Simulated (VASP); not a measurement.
# KBa3 (Fm-3m) in VASP: further runs

Runs on KBa3. Level: LDA. Tasks: single point, relaxation of cell and atoms.

Everything below comes from runs of VASP 6.6.1. Logs are shortened: lines on timing, memory, paths and dates and some standing lists are left out, and cuts for length are marked.

## (1) The cell of the first run

It takes space group Fm-3m (No. 225, cubic). The conventional cell has a = 9.639 Å, b = 9.639 Å, c = 9.639 Å, α = 90.00°, β = 90.00°, γ = 90.00°. K (site symmetry m-3m) has 14 Ba at 4.17 to 4.82 Å within 5.5 Å. Ba (site symmetry -43m) has 4 K at 4.17 Å and 10 Ba at 4.17 to 4.82 Å within 5.5 Å. Within 5.5 Å of Ba (site symmetry m-3m) lie 8 Ba at 4.17 Å and 6 K at 4.82 Å.

## (2) Single point, LDA

Contents of INCAR:

```
SYSTEM = KBa3
PREC     = Accurate       ! precision mode
ENCUT    = 520            ! plane-wave cutoff, eV
EDIFF    = 1E-6           ! SCF threshold, eV
ISMEAR   = -1             ! smearing method
SIGMA    = 0.1            ! smearing width, eV
LREAL    = .False.        ! projectors in reciprocal space
LASPH    = .True.         ! aspherical terms in the spheres
NELM     = 100            ! most SCF steps
ALGO     = Normal         ! electronic algorithm
ISIF     = 2              ! what is computed and relaxed
LWAVE    = .False.        ! write WAVECAR
LCHARG   = .False.        ! write CHGCAR
GGA      = CA             ! functional
NBANDS   = 28             ! bands
```

Contents of KPOINTS:

```
regular mesh
0
Gamma
  8 8 8
  0 0 0
```

Contents of POSCAR:

```
KBa3
1.0
    0.0000000000      4.8194719431      4.8194719431
    4.8194719431      0.0000000000      4.8194719431
    4.8194719431      4.8194719431      0.0000000000
K Ba
1 3
Direct
    0.0000000000      0.0000000000      0.0000000000
    0.2500000000      0.2500000000      0.2500000000
    0.7500000000      0.7500000000      0.7500000000
    0.5000000000      0.5000000000      0.5000000000
```

Potentials or basis: VASP PAW LDA potentials, release 64 (K_sv, Ba_sv).

On the command line:

```bash
> cat potpaw_LDA.64/K_sv/POTCAR potpaw_LDA.64/Ba_sv/POTCAR > POTCAR
> mpirun -np 1 vasp_std > vasp.out
```

OUTCAR:

```text
SYSTEM = KBa3
   PREC = Accurate
   ENCUT = 520
   EDIFF = 1E-6
   ISMEAR = -1
   LREAL = .False.
   LASPH = .True.
   NELM = 100
   ISIF = 2
   GGA = CA

 ion  position               nearest neighbor table
   1  0.000  0.000  0.000-   3 4.17   3 4.17   3 4.17   2 4.17   3 4.17   2 4.17   2 4.17   2 4.17

   2  0.250  0.250  0.250-   1 4.17   1 4.17   1 4.17   1 4.17   4 4.17   4 4.17   4 4.17   4 4.17

   3  0.750  0.750  0.750-   4 4.17   4 4.17   4 4.17   1 4.17   4 4.17   1 4.17   1 4.17   1 4.17

   4  0.500  0.500  0.500-   2 4.17   2 4.17   2 4.17   2 4.17   3 4.17   3 4.17   3 4.17   3 4.17

  LATTYP: Found a face centered cubic cell.
 ALAT       =     9.6389438862

  Lattice vectors:

 A1 = (   0.0000000000,   4.8194719431,   4.8194719431)
 A2 = (   4.8194719431,   0.0000000000,   4.8194719431)
 A3 = (   4.8194719431,   4.8194719431,   0.0000000000)

Analysis of symmetry for initial positions (statically):
=====================================================================
 Subroutine PRICEL returns:
 Original cell was already a primitive cell.

 Routine SETGRP: Setting up the symmetry group for a
 face centered cubic supercell.

 Subroutine GETGRP returns: Found 48 space group operations
 (whereof 48 operations were pure point group operations)
 out of a pool of 48 trial point group operations.

The static configuration has the point symmetry O_h .

Analysis of symmetry for dynamics (positions and initial velocities):
=====================================================================
 Subroutine PRICEL returns:
 Original cell was already a primitive cell.

 Routine SETGRP: Setting up the symmetry group for a
 face centered cubic supercell.

 Subroutine GETGRP returns: Found 48 space group operations
 (whereof 48 operations were pure point group operations)
 out of a pool of 48 trial point group operations.

The dynamic configuration has the point symmetry O_h .

 Subroutine INISYM returns: Found 48 space group operations
 (whereof 48 operations are pure point group operations),
 and found     1 'primitive' translations

----------------------------------------------------------------------------------------

                                     Primitive cell

  volume of cell :     223.8867

  direct lattice vectors                    reciprocal lattice vectors
     0.000000000  4.819471943  4.819471943    -0.103745806  0.103745806  0.103745806
     4.819471943  0.000000000  4.819471943     0.103745806 -0.103745806  0.103745806
     4.819471943  4.819471943  0.000000000     0.103745806  0.103745806 -0.103745806

  length of vectors
     6.815762585  6.815762585  6.815762585     0.179693007  0.179693007  0.179693007

  position of ions in fractional coordinates (direct lattice)
     0.000000000  0.000000000  0.000000000
     0.250000000  0.250000000  0.250000000
     0.750000000  0.750000000  0.750000000
     0.500000000  0.500000000  0.500000000

  ion indices of the primitive-cell ions
   primitive index   ion index
                 1           1
                 2           2
                 3           3
                 4           4

----------------------------------------------------------------------------------------

 KPOINTS: regular mesh

Automatic generation of k-mesh.
 Grid dimensions read from file:
 generate k-points for:    8    8    8

 Generating k-lattice:

  Cartesian coordinates                     Fractional coordinates (reciprocal lattice)
    -0.012968226  0.012968226  0.012968226     0.125000000  0.000000000  0.000000000
     0.012968226 -0.012968226  0.012968226     0.000000000  0.125000000  0.000000000
     0.012968226  0.012968226 -0.012968226     0.000000000  0.000000000  0.125000000

  Length of vectors
     0.022461626  0.022461626  0.022461626

  Shift w.r.t. Gamma in fractional coordinates (k-lattice)
     0.000000000  0.000000000  0.000000000

 Subroutine IBZKPT returns following result:
 ===========================================

 Found     29 irreducible k-points:

 Following reciprocal coordinates:
            Coordinates               Weight
  0.000000  0.000000  0.000000      1.000000
  0.125000  0.000000  0.000000      8.000000
  0.250000  0.000000  0.000000      8.000000
  0.375000  0.000000  0.000000      8.000000
  0.500000  0.000000  0.000000      4.000000
  0.125000  0.125000  0.000000      6.000000
[... 16 lines left out ...]
  0.500000  0.250000  0.125000     48.000000
 -0.375000  0.250000  0.125000     24.000000
 [... further k-points ...]
   k-points           NKPTS =     29   k-points in BZ     NKDIM =     29   number of bands    NBANDS=     28
   number of dos      NEDOS =    301   number of ions     NIONS =      4
   total plane-waves  NPLWV = 157464
   dimension x,y,z NGX =    54 NGY =   54 NGZ =   54
   dimension x,y,z NGXF=   108 NGYF=  108 NGZF=  108
   ions per type =               1   3
   NGX,Y,Z   is equivalent  to a cutoff of  13.17, 13.17, 13.17 a.u.
   NGXF,Y,Z  is equivalent  to a cutoff of  26.34, 26.34, 26.34 a.u.
 SYSTEM =  KBa3
   PREC   = accura    normal or accurate (medium, high low for compatibility)
   ISTART =      0    job   : 0-new  1-cont  2-samecut
   ICHARG =      2    charge: 1-file 2-atom 10-const
   ISPIN  =      1    spin polarized calculation?
   LNONCOLLINEAR =      F non collinear calculations
   LSORBIT =      F    spin-orbit coupling
   LASPH  =      T    aspherical Exc in radial PAW
   ENCUT  =  520.0 eV  38.22 Ry    6.18 a.u.  12.67 12.67 12.67*2*pi/ulx,y,z
   NELM   =    100;   NELMIN=  2; NELMDL= -5     # of ELM steps
   EDIFF  = 0.1E-05   stopping-criterion for ELM
   LREAL  =      F    real-space projection
   EDIFFG = 0.1E-04   stopping-criterion for IOM
   NSW    =      0    number of steps for IOM
   IBRION =     -1    ionic relax: 0-MD 1-quasi-New 2-CG
   NFREE  =      0    steps in history (QN), initial steepest desc. (CG)
   ISIF   =      2    stress and relaxation
   ISYM   =      2    0-nonsym 1-usesym 2-fastsym
   POTIM  = 0.5000    time-step for ionic-motion
   TEBEG  =    0.0;   TEEND  =   0.0 temperature during run
   PSTRESS=    0.0 pullay stress
   NELECT =      39.0000    total number of electrons
   NUPDOWN=      -1.0000    fix difference up-down
   EMIN   =  10.00;   EMAX   =-10.00  energy-range for DOS
   EFERMI =   0.00;   METHOD = LEGACY
   ISMEAR =    -1;   SIGMA  =   0.10  broadening in eV -4-tet -1-fermi 0-gaus
   EFERMI_NEDOS =   21; number of points for ismear=-14 and -15
   IALGO  =     38    algorithm
   IMIX   =      4    mixing-type and parameters
     AMIX     =   0.40;   BMIX     =  1.00
     AMIX_MAG =   1.60;   BMIX_MAG =  1.00
  volume/ion in A,a.u.               =      55.97       377.72
  Fermi-wavevector in a.u.,A,eV,Ry     =   0.914296  1.727769 11.373621  0.835938
  Thomas-Fermi vector in A             =   2.038907
   LORBIT       =      0    0 simple, 1 ext, 2 COOP (PROOUT), +10 PAW based schemes
   GGA     = CA    functional components
   LHFCALC =     F    Hartree Fock is set to
   AEXX    =    0.0000 exact exchange contribution
   IVDW    =     0    specifies the selected vdW correction
   LEPSILON=     F    determine dielectric tensor
   LRPA    =     F    only Hartree local field effects (RPA)
 non-spin polarized calculation
  energy-cutoff  :      520.00
  volume of cell :      223.89
 maximum number of plane-waves:      6062
 NGX is ok and might be reduce to    54
   NGX = 25   NGY = 25   NGZ = 25

 number of electron      39.0000001 magnetization

 Free energy of the ion-electron system (eV)
  ---------------------------------------------------
  ext. energy  EPLUGINS =         0.00000000
  ---------------------------------------------------
  free energy    TOTEN  =        -7.52139438 eV

  energy without entropy =       -7.30737885  energy(sigma->0) =       -7.41438661

 E-fermi :   1.4321     XC(G=0):  -7.6912

 val. band max:        1.4319330126   @ k =   0.2500   0.2500   0.0000
 cond. band min:       1.4479170111   @ k =   0.3750   0.2500   0.0000
 fundamental gap:      0.0159839985
 Fermi energy:         1.4321363000

 k-point     1 :       0.0000    0.0000    0.0000
  band No.  band energies     occupation
      1     -29.3993      2.00000
      2     -27.3908      2.00000
      3     -27.3559      2.00000
      4     -27.2711      2.00000
      5     -13.1694      2.00000
      6     -13.1694      2.00000
[... 20 lines left out ...]
     27       4.0683      0.00000
     28       4.0683      0.00000

 k-point     2 :       0.1250    0.0000    0.0000
  band No.  band energies     occupation
      1     -29.3993      2.00000
      2     -27.3885      2.00000
      3     -27.3565      2.00000
      4     -27.2729      2.00000
      5     -13.1704      2.00000
      6     -13.1704      2.00000
[... 20 lines left out ...]
     27       3.9381      0.00000
     28       4.0163      0.00000

 k-point     3 :       0.2500    0.0000    0.0000
  band No.  band energies     occupation
      1     -29.3992      2.00000
      2     -27.3824      2.00000
      3     -27.3582      2.00000
      4     -27.2776      2.00000
      5     -13.1729      2.00000
      6     -13.1729      2.00000
[... 20 lines left out ...]
     27       3.5807      0.00000
     28       3.7785      0.00000

 k-point     4 :       0.3750    0.0000    0.0000
  band No.  band energies     occupation
      1     -29.3992      2.00000
      2     -27.3747      2.00000
      3     -27.3610      2.00000
      4     -27.2827      2.00000
      5     -13.1753      2.00000
      6     -13.1753      2.00000
[... 578 lines left out ...]
     27       3.4690      0.00000
     28       3.9973      0.00000

 k-point    23 :       0.5000    0.2500    0.1250
  band No.  band energies     occupation
      1     -29.3992      2.00000
      2     -27.3712      2.00000
      3     -27.3613      2.00000
      4     -27.2860      2.00000
      5     -13.1816      2.00000
      6     -13.1793      2.00000
[... 20 lines left out ...]
     27       3.1339      0.00000
     28       3.4872      0.00000

 k-point    24 :      -0.3750    0.2500    0.1250
  band No.  band energies     occupation
      1     -29.3992      2.00000
      2     -27.3669      2.00000
      3     -27.3636      2.00000
      4     -27.2881      2.00000
      5     -13.1823      2.00000
      6     -13.1773      2.00000
[... 20 lines left out ...]
     27       2.9263      0.00000
     28       3.1425      0.00000

 [... further k-points ...]

------------------------ aborting loop because EDIFF is reached ----------------------------------------

  FORCE on cell =-STRESS in cart. coord.  units (eV):
  Direction    XX          YY          ZZ          XY          YZ          ZX
  --------------------------------------------------------------------------------------
  -------------------------------------------------------------------------------------
  Total        0.1365414      0.1365414      0.1365414      0.0000000      0.0000000      0.0000000
  in kB        0.9771170      0.9771170      0.9771170      0.0000000      0.0000000      0.0000000
  external PRESSURE =       0.9771170 kB  Pullay stress =       0.0000000 kB

 VOLUME and BASIS-vectors are now :
 -----------------------------------------------------------------------------
  energy-cutoff  :      520.00
  volume of cell :      223.89
      direct lattice vectors                 reciprocal lattice vectors
     0.000000000  4.819471943  4.819471943    -0.103745806  0.103745806  0.103745806
     4.819471943  0.000000000  4.819471943     0.103745806 -0.103745806  0.103745806
     4.819471943  4.819471943  0.000000000     0.103745806  0.103745806 -0.103745806

 POSITION                                       TOTAL-FORCE (eV/Angst)
 -----------------------------------------------------------------------------------
      0.00000      0.00000      0.00000        -0.000000      0.000000     -0.000000
      2.40974      2.40974      2.40974         0.000000      0.000000     -0.000000
      7.22921      7.22921      7.22921        -0.000000     -0.000000      0.000000
      4.81947      4.81947      4.81947        -0.000000      0.000000     -0.000000
 -----------------------------------------------------------------------------------
    total drift:                                0.000000      0.000000     -0.000000

  FREE ENERGIE OF THE ION-ELECTRON SYSTEM (eV)
  ---------------------------------------------------
  free  energy   TOTEN  =        -7.5213943826 eV

  energy  without entropy=       -7.3073788462  energy(sigma->0) =       -7.41438661
```

It took 1.7 min on 1 thread of Intel Xeon 6975P-C (Granite Rapids), shared host; peak memory 0.39 GiB.

What came out:

- Free energy: -7.5214 eV
- Pressure: 0.1 GPa
- Band gap on the k mesh: zero (an odd number of electrons rules out a gap without spin polarisation)

Levels at points of the mesh, in eV from the Fermi level:
```csv
k point,band 16,band 17,band 18,band 19,band 20,band 21,band 22,band 23,band 24,band 25
"(0.00, 0.00, 0.00)",-13.79,-2.74,-0.37,-0.37,0.43,0.43,0.43,0.94,0.94,0.94
"(0.50, 0.00, 0.00)",-13.78,-1.31,-1.01,0.18,0.18,0.43,0.71,0.71,0.83,0.83
"(0.50, 0.50, 0.00)",-13.77,-0.92,-0.83,-0.70,-0.56,0.69,0.81,0.81,1.39,1.49
```

Caveat: spin-orbit coupling is left out, which moves the levels of the heavy elements.

## (3) Single point, LDA

This run uses another cell than the first one, of 56.82 Å³/atom.

Contents of INCAR:

```
ALGO = Normal
EDIFF = 1E-6
ENCUT = 520
ISIF = 2
ISMEAR = -1
LASPH = T
LCHARG = T
LELF = T
LREAL = F
LVHAR = T
LWAVE = F
NBANDS = 28
NELM = 100
PREC = Accurate
SIGMA = 0.1
```

Contents of KPOINTS:

```
k-points
0
Gamma
  8 8 8
```

Contents of POSCAR:

```
KBa3
1.0
    0.0000000000      4.8438131234      4.8438131234
    4.8438131234      0.0000000000      4.8438131234
    4.8438131234      4.8438131234      0.0000000000
K Ba
1 3
Direct
    0.0000000000      0.0000000000      0.0000000000
    0.2500000000      0.2500000000      0.2500000000
    0.7500000000      0.7500000000      0.7500000000
    0.5000000000      0.5000000000      0.5000000000
```

Potentials or basis: VASP PAW LDA potentials, release 64 (K_sv, Ba_sv).

On the command line:

```bash
> cat potpaw_LDA.64/K_sv/POTCAR potpaw_LDA.64/Ba_sv/POTCAR > POTCAR
> mpirun -np 1 vasp_std > vasp.out
```

Run time: 2.6 min. Hardware: 1 thread of Intel Xeon 6975P-C (Granite Rapids), shared host; peak memory 0.4 GiB.

It converged, with:

```
Free energy            : -7.5223 eV
Pressure               : 0.0 GPa
Band gap on the k mesh : zero (an odd number of electrons rules out a gap without spin polarisation)
```

Levels at points of the mesh, in eV from the Fermi level:
```tsv
k point	band 18	band 19	band 20	band 21	band 22	band 23
(0.00, 0.00, 0.00)	-0.35	-0.35	0.43	0.43	0.43	0.92
(0.50, 0.00, 0.00)	-1.02	0.18	0.18	0.42	0.71	0.71
(0.50, 0.50, 0.00)	-0.82	-0.69	-0.58	0.70	0.81	0.81
```

Caveat: spin-orbit coupling is left out, which moves the levels of the heavy elements.

## (4) Relaxation of cell and atoms, LDA

This run uses another cell than the first one, of 67.51 Å³/atom.

Contents of INCAR:

```
SYSTEM = KBa3
PREC = Accurate
ENCUT = 600
EDIFF = 1E-6
ISMEAR = -1
SIGMA = 0.1
LREAL = .False.
LASPH = .True.
NELM = 100
ALGO = Normal
ISIF = 3
LWAVE = .False.
LCHARG = .False.
IBRION = 2
NSW = 60
EDIFFG = -0.01
```

Contents of KPOINTS:

```
Automatic mesh
0
Gamma
  7 7 7
  0 0 0
```

Contents of POSCAR:

```
KBa3
1.0
    0.0000000000      5.1301660000      5.1301660000
    5.1301660000      0.0000000000      5.1301660000
    5.1301660000      5.1301660000      0.0000000000
K Ba
1 3
Direct
    0.0000000000      0.0000000000      0.0000000000
    0.2500000000      0.2500000000      0.2500000000
    0.7500000000      0.7500000000      0.7500000000
    0.5000000000      0.5000000000      0.5000000000
```

On the command line:

```bash
> cat potpaw_LDA.64/K_sv/POTCAR potpaw_LDA.64/Ba_sv/POTCAR > POTCAR
> mpirun -np 1 vasp_std > vasp.out
```

Wall time 5.2 min (1 thread of Intel Xeon 6975P-C (Granite Rapids), shared host); peak memory 0.48 GiB.

The run converged. Its results:

| Property | Result |
| --- | --- |
| Free energy | -7.5229 eV |
| Relaxed volume | 56.59 Å³/atom |
| Relaxed cell | a = 6.841 Å, b = 6.841 Å, c = 6.841 Å, α = 60.00°, β = 60.00°, γ = 60.00° |
| Space group after relaxing (to 0.1 Å) | Fm-3m (No. 225) |
| Energy gained by relaxing | 42.1 meV/atom |
| Ionic steps | 4 |
| Pressure after relaxing | 0.0 GPa |
| Band gap on the k mesh | zero (an odd number of electrons rules out a gap without spin polarisation) |

Step by step:
```tsv
step	energy change (eV)	largest force (eV/Å)	pressure (GPa)	volume (Å³)
1	0.0000	0.0000	-1.11	270.04
2	-0.1048	0.0000	-0.75	252.14
3	-0.1657	0.0000	-0.17	231.47
4	-0.1682	0.0000	0.01	226.35
```

Final structure:
```
CELL_PARAMETERS angstrom
0.00000 4.83709 4.83709
4.83709 0.00000 4.83709
4.83709 4.83709 0.00000
ATOMIC_POSITIONS crystal
K 0.00000 0.00000 0.00000
Ba 0.25000 0.25000 0.25000
Ba 0.75000 0.75000 0.75000
Ba 0.50000 0.50000 0.50000
```

Levels at points of the mesh, in eV from the Fermi level:
| k point | band 15 | band 16 | band 17 | band 18 | band 19 | band 20 | band 21 | band 22 | band 23 |
| --- | --- | --- | --- | --- | --- | --- | --- | --- | --- |
| (0.00, 0.00, 0.00) | -13.81 | -13.81 | -2.73 | -0.36 | -0.36 | 0.43 | 0.43 | 0.43 | 0.93 |

Caveat: the volume moved by over 15 % at a fixed basis, so the end points are rough; spin-orbit coupling is left out, which moves the levels of the heavy elements.

## (5) Summary

```csv
task,cell,k mesh,cutoff (eV),gap on the mesh (eV),pressure (GPa)
single point,"a = 6.816 Å, angles 60.0°, 4 atoms",8 × 8 × 8,520,none,0.1
single point,"a = 6.850 Å, angles 60.0°, 4 atoms",8 × 8 × 8,520,none,0.0
relaxation of cell and atoms,"relaxed from a = 7.255 Å, angles 60.0°, 4 atoms",7 × 7 × 7,600,none,0.0
```

Alike in all rows: level LDA; potentials or basis VASP PAW LDA potentials, release 64 (K_sv, Ba_sv); no spin polarisation; smearing fermi-dirac 0.1 eV.

Caveats: spin-orbit coupling is left out, which moves the levels of the heavy elements; the volume moved by over 15 % at a fixed basis, so the end points are rough (at least some runs).

Absolute energies hang on the potentials; compare differences alone.
